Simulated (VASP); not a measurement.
# ZnAg in VASP: a series of runs

ZnAg is run at these levels: LDA; tasks: electric field gradients.

All numbers are computed with VASP 6.6.1; they aren't measurements. Logs are shortened: lines on timing, memory, paths and dates and some standing lists are left out, and cuts for length are marked.

## (1) The cell of the first run

The structure is tetragonal, space group P4/mmm (No. 123). The conventional cell has a = 3.188 Å, b = 3.188 Å, c = 3.156 Å, α = 90.00°, β = 90.00°, γ = 90.00°. Within 3.6 Å of Zn (site symmetry 4/mmm) lie 8 Ag at 2.75 Å and 6 Zn at 3.16 to 3.19 Å. Within 3.6 Å of Ag (site symmetry 4/mmm) lie 8 Zn at 2.75 Å and 6 Ag at 3.16 to 3.19 Å.

## (2) Electric field gradients, LDA (equal xx and yy strain of +1 %)

INCAR

```
PREC     = Accurate       # precision mode
ENCUT    = 520            # plane-wave cutoff, eV
EDIFF    = 1E-8           # SCF threshold, eV
ISMEAR   = -1             # smearing method
SIGMA    = 0.03           # smearing width, eV
LREAL    = F              # projectors in reciprocal space
LASPH    = T              # aspherical terms in the spheres
NELM     = 80             # most SCF steps
ALGO     = Normal         # electronic algorithm
ISIF     = 2              # what is computed and relaxed
LWAVE    = F              # write WAVECAR
LCHARG   = F              # write CHGCAR
GGA      = CA             # functional
LEFG     = T            
NBANDS   = 18             # bands
```

KPOINTS

```
regular mesh
0
Gamma
  12 12 12
```

POSCAR

```
ZnAg
1.0
    3.1875600000      0.0000000000      0.0000000000
    0.0000000000      3.1875600000      0.0000000000
    0.0000000000      0.0000000000      3.1560000000
Zn Ag
1 1
Direct
    0.5000000000      0.5000000000      0.5000000000
    0.0000000000      0.0000000000      0.0000000000
```

Potentials or basis: VASP PAW LDA potentials, release 64 (Zn, Ag).

Started as:

```
cat potpaw_LDA.64/Zn/POTCAR potpaw_LDA.64/Ag/POTCAR > POTCAR
mpirun -np 1 vasp_std > vasp.out
```

OUTCAR:

```text
PREC = Accurate
   ENCUT = 520
   EDIFF = 1E-8
   ISMEAR = -1
   LREAL = F
   LASPH = T
   NELM = 80
   ISIF = 2
   GGA = CA

 ion  position               nearest neighbor table
   1  0.500  0.500  0.500-   2 2.75   2 2.75   2 2.75   2 2.75   2 2.75   2 2.75   2 2.75   2 2.75

   2  0.000  0.000  0.000-   1 2.75   1 2.75   1 2.75   1 2.75   1 2.75   1 2.75   1 2.75   1 2.75

  LATTYP: Found a simple tetragonal cell.
 ALAT       =     3.1875600000
 C/A-ratio  =     0.9900990099

  Lattice vectors:

 A1 = (   3.1875600000,   0.0000000000,   0.0000000000)
 A2 = (   0.0000000000,   3.1875600000,   0.0000000000)
 A3 = (   0.0000000000,   0.0000000000,   3.1560000000)

Analysis of symmetry for initial positions (statically):
=====================================================================
 Subroutine PRICEL returns:
 Original cell was already a primitive cell.

 Routine SETGRP: Setting up the symmetry group for a
 simple tetragonal supercell.

 Subroutine GETGRP returns: Found 16 space group operations
 (whereof 16 operations were pure point group operations)
 out of a pool of 16 trial point group operations.

The static configuration has the point symmetry D_4h.

Analysis of symmetry for dynamics (positions and initial velocities):
=====================================================================
 Subroutine PRICEL returns:
 Original cell was already a primitive cell.

 Routine SETGRP: Setting up the symmetry group for a
 simple tetragonal supercell.

 Subroutine GETGRP returns: Found 16 space group operations
 (whereof 16 operations were pure point group operations)
 out of a pool of 16 trial point group operations.

The dynamic configuration has the point symmetry D_4h.

 Subroutine INISYM returns: Found 16 space group operations
 (whereof 16 operations are pure point group operations),
 and found     1 'primitive' translations

----------------------------------------------------------------------------------------

                                     Primitive cell

  volume of cell :      32.0667

  direct lattice vectors                    reciprocal lattice vectors
     3.187560000  0.000000000  0.000000000     0.313719585  0.000000000  0.000000000
     0.000000000  3.187560000  0.000000000     0.000000000  0.313719585  0.000000000
     0.000000000  0.000000000  3.156000000     0.000000000  0.000000000  0.316856781

  length of vectors
     3.187560000  3.187560000  3.156000000     0.313719585  0.313719585  0.316856781

  position of ions in fractional coordinates (direct lattice)
     0.500000000  0.500000000  0.500000000
     0.000000000  0.000000000  0.000000000

  ion indices of the primitive-cell ions
   primitive index   ion index
                 1           1
                 2           2

----------------------------------------------------------------------------------------

 KPOINTS: regular mesh

Automatic generation of k-mesh.
 Grid dimensions read from file:
 generate k-points for:   12   12   12

 Generating k-lattice:

  Cartesian coordinates                     Fractional coordinates (reciprocal lattice)
     0.026143299  0.000000000  0.000000000     0.083333333  0.000000000  0.000000000
     0.000000000  0.026143299  0.000000000     0.000000000  0.083333333  0.000000000
     0.000000000  0.000000000  0.026404732     0.000000000  0.000000000  0.083333333

  Length of vectors
     0.026143299  0.026143299  0.026404732

  Shift w.r.t. Gamma in fractional coordinates (k-lattice)
     0.000000000  0.000000000  0.000000000

 Subroutine IBZKPT returns following result:
 ===========================================

 Found    196 irreducible k-points:

 Following reciprocal coordinates:
            Coordinates               Weight
  0.000000  0.000000  0.000000      1.000000
  0.083333  0.000000  0.000000      4.000000
  0.166667  0.000000  0.000000      4.000000
  0.250000  0.000000  0.000000      4.000000
  0.333333  0.000000  0.000000      4.000000
  0.416667  0.000000  0.000000      4.000000
[... 16 lines left out ...]
  0.333333  0.333333  0.000000      4.000000
  0.416667  0.333333  0.000000      8.000000
 [... further k-points ...]
   k-points           NKPTS =    196   k-points in BZ     NKDIM =    196   number of bands    NBANDS=     18
   number of dos      NEDOS =    301   number of ions     NIONS =      2
   total plane-waves  NPLWV =  13824
   dimension x,y,z NGX =    24 NGY =   24 NGZ =   24
   dimension x,y,z NGXF=    48 NGYF=   48 NGZF=   48
   ions per type =               1   1
   NGX,Y,Z   is equivalent  to a cutoff of  12.52, 12.52, 12.64 a.u.
   NGXF,Y,Z  is equivalent  to a cutoff of  25.03, 25.03, 25.28 a.u.
 SYSTEM =  unknown system
   PREC   = accura    normal or accurate (medium, high low for compatibility)
   ISTART =      0    job   : 0-new  1-cont  2-samecut
   ICHARG =      2    charge: 1-file 2-atom 10-const
   ISPIN  =      1    spin polarized calculation?
   LNONCOLLINEAR =      F non collinear calculations
   LSORBIT =      F    spin-orbit coupling
   LASPH  =      T    aspherical Exc in radial PAW
   ENCUT  =  520.0 eV  38.22 Ry    6.18 a.u.   5.93  5.93  5.87*2*pi/ulx,y,z
   NELM   =     80;   NELMIN=  2; NELMDL= -5     # of ELM steps
   EDIFF  = 0.1E-07   stopping-criterion for ELM
   LREAL  =      F    real-space projection
   EDIFFG = 0.1E-06   stopping-criterion for IOM
   NSW    =      0    number of steps for IOM
   IBRION =     -1    ionic relax: 0-MD 1-quasi-New 2-CG
   NFREE  =      0    steps in history (QN), initial steepest desc. (CG)
   ISIF   =      2    stress and relaxation
   ISYM   =      2    0-nonsym 1-usesym 2-fastsym
   POTIM  = 0.5000    time-step for ionic-motion
   TEBEG  =    0.0;   TEEND  =   0.0 temperature during run
   PSTRESS=    0.0 pullay stress
   NELECT =      23.0000    total number of electrons
   NUPDOWN=      -1.0000    fix difference up-down
   EMIN   =  10.00;   EMAX   =-10.00  energy-range for DOS
   EFERMI =   0.00;   METHOD = LEGACY
   ISMEAR =    -1;   SIGMA  =   0.03  broadening in eV -4-tet -1-fermi 0-gaus
   EFERMI_NEDOS =   21; number of points for ismear=-14 and -15
   IALGO  =     38    algorithm
   IMIX   =      4    mixing-type and parameters
     AMIX     =   0.40;   BMIX     =  1.00
     AMIX_MAG =   1.60;   BMIX_MAG =  1.00
  volume/ion in A,a.u.               =      16.03       108.20
  Fermi-wavevector in a.u.,A,eV,Ry     =   1.465434  2.769268 29.218459  2.147496
  Thomas-Fermi vector in A             =   2.581291
   LORBIT       =      0    0 simple, 1 ext, 2 COOP (PROOUT), +10 PAW based schemes
   GGA     = CA    functional components
   LHFCALC =     F    Hartree Fock is set to
   AEXX    =    0.0000 exact exchange contribution
   IVDW    =     0    specifies the selected vdW correction
   LEPSILON=     F    determine dielectric tensor
   LRPA    =     F    only Hartree local field effects (RPA)
 non-spin polarized calculation
  energy-cutoff  :      520.00
  volume of cell :       32.07
 maximum number of plane-waves:       892
 NGX is ok and might be reduce to    24
   NGX = 11   NGY = 11   NGZ = 11

 number of electron      23.0000030 magnetization

 Free energy of the ion-electron system (eV)
  ---------------------------------------------------
  ext. energy  EPLUGINS =         0.00000000
  ---------------------------------------------------
  free energy    TOTEN  =        -5.69988926 eV

  energy without entropy =       -5.69845161  energy(sigma->0) =       -5.69917044

 E-fermi :   5.8526     XC(G=0): -12.3057

 val. band max:        5.8502486975   @ k =   0.4167   0.2500   0.5000
 cond. band min:       5.8683588694   @ k =   0.3333   0.3333   0.5000
 fundamental gap:      0.0181101719
 Fermi energy:         5.8525867697

 k-point     1 :       0.0000    0.0000    0.0000
  band No.  band energies     occupation
      1      -3.4328      2.00000
      2      -1.9973      2.00000
      3      -1.9967      2.00000
      4      -1.4681      2.00000
      5      -1.4539      2.00000
      6      -1.4539      2.00000
[... 10 lines left out ...]
     17      17.0559      0.00000
     18      25.0008      0.00000

 k-point     2 :       0.0833    0.0000    0.0000
  band No.  band energies     occupation
      1      -3.3207      2.00000
      2      -1.9777      2.00000
      3      -1.9687      2.00000
      4      -1.4700      2.00000
      5      -1.4559      2.00000
      6      -1.4460      2.00000
[... 10 lines left out ...]
     17      17.6610      0.00000
     18      24.4816      0.00000
[... 442 lines left out ...]
 k-point    24 :       0.4167    0.3333    0.0000
  band No.  band energies     occupation
      1      -1.9616      2.00000
      2      -1.8971      2.00000
      3      -1.6570      2.00000
      4      -1.5917      2.00000
      5      -1.3148      2.00000
      6      -0.3363      2.00000
[... 10 lines left out ...]
     17      19.7520      0.00000
     18      19.9368      0.00000

 [... further k-points ...]
[... 5 lines left out ...]
  --------------------------------------------------------------------------------------
  -------------------------------------------------------------------------------------
  Total       -1.9002288     -1.9002288     -1.7744174      0.0000000     -0.0000000      0.0000000
  in kB      -94.9429539    -94.9429539    -88.6569220      0.0000000     -0.0000000      0.0000000
  external PRESSURE =     -92.8476100 kB  Pullay stress =       0.0000000 kB

 VOLUME and BASIS-vectors are now :
 -----------------------------------------------------------------------------
  energy-cutoff  :      520.00
  volume of cell :       32.07
      direct lattice vectors                 reciprocal lattice vectors
     3.187560000  0.000000000  0.000000000     0.313719585  0.000000000  0.000000000
     0.000000000  3.187560000  0.000000000     0.000000000  0.313719585  0.000000000
     0.000000000  0.000000000  3.156000000     0.000000000  0.000000000  0.316856781

 POSITION                                       TOTAL-FORCE (eV/Angst)
 -----------------------------------------------------------------------------------
      1.59378      1.59378      1.57800         0.000000      0.000000      0.000000
      0.00000      0.00000      0.00000         0.000000      0.000000      0.000000
 -----------------------------------------------------------------------------------
    total drift:                                0.000000      0.000000     -0.000000

  FREE ENERGIE OF THE ION-ELECTRON SYSTEM (eV)
  ---------------------------------------------------
  free  energy   TOTEN  =        -5.6998892604 eV

  energy  without entropy=       -5.6984516141  energy(sigma->0) =       -5.69917044

 Electric field gradients (V/A^2)
---------------------------------------------------------------------
 ion       V_xx      V_yy      V_zz      V_xy      V_xz      V_yz
---------------------------------------------------------------------
   1       0.564     0.564    -1.128    -0.000     0.000     0.000
   2       2.405     2.405    -4.810    -0.000     0.000     0.000
---------------------------------------------------------------------

 Electric field gradients after diagonalization (V/A^2)
 (convention: |V_zz| > |V_xx| > |V_yy|)
----------------------------------------------------------------------
 ion       V_xx      V_yy      V_zz     asymmetry (V_yy - V_xx)/ V_zz
----------------------------------------------------------------------
   1       0.564     0.564    -1.128       0.000
   2       2.405     2.405    -4.810       0.000
----------------------------------------------------------------------

           NMR quadrupolar parameters

 Cq : quadrupolar parameter    Cq=e*Q*V_zz/h
 eta: asymmetry parameters     (V_yy - V_xx)/ V_zz
 Q  : nuclear electric quadrupole moment in mb (millibarn)
----------------------------------------------------------------------
 ion       Cq(MHz)       eta       Q (mb)
----------------------------------------------------------------------
   1      -0.003       0.000       1.000
   2      -0.012       0.000       1.000
----------------------------------------------------------------------
```

Run time: 52 s. Hardware: 1 thread of AMD EPYC 7R13 (Zen 3), shared host; peak memory 0.19 GiB.

Results:

```yaml
Free_energy: -5.6999 eV
Pressure: -9.3 GPa
```

Levels at points of the mesh, in eV from the Fermi level:
| k point | band 8 | band 9 | band 10 | band 11 | band 12 | band 13 | band 14 | band 15 | band 16 | band 17 |
| --- | --- | --- | --- | --- | --- | --- | --- | --- | --- | --- |
| (0.00, 0.00, 0.00) | -5.35 | -4.25 | -4.24 | -4.24 | 5.17 | 5.17 | 5.46 | 9.88 | 11.03 | 11.20 |
| (0.50, 0.00, 0.00) | -5.15 | -5.03 | -4.99 | -4.36 | -2.61 | 10.18 | 10.42 | 10.99 | 11.16 | 11.46 |
| (0.50, 0.50, 0.00) | -4.43 | -4.43 | -3.90 | -1.54 | -1.54 | 1.25 | 2.07 | 10.70 | 13.29 | 13.29 |
| (0.00, 0.00, 0.50) | -5.06 | -5.03 | -5.03 | -4.38 | -2.50 | 10.26 | 10.26 | 10.97 | 11.24 | 11.24 |
| (0.50, 0.00, 0.50) | -4.45 | -4.44 | -3.87 | -1.49 | -1.47 | 1.33 | 2.18 | 10.49 | 13.09 | 13.09 |
| (0.50, 0.50, 0.50) | -6.05 | -3.87 | -3.84 | 1.50 | 4.08 | 4.11 | 4.11 | 4.65 | 4.74 | 4.74 |

Electric field gradients, principal values (V/Å²):
```tsv
atom	least	middle	greatest (by size)
1 Zn	0.564	0.564	-1.128
2 Ag	2.405	2.405	-4.810
```

Caveat: the cell differs from its parent crystal (equal xx and yy strain of +1 %); without QUAD_EFG the Cq values of the log hold for a quadrupole moment of 1 mb, not for the nuclei.

(Part 1 of 2 ends here.)
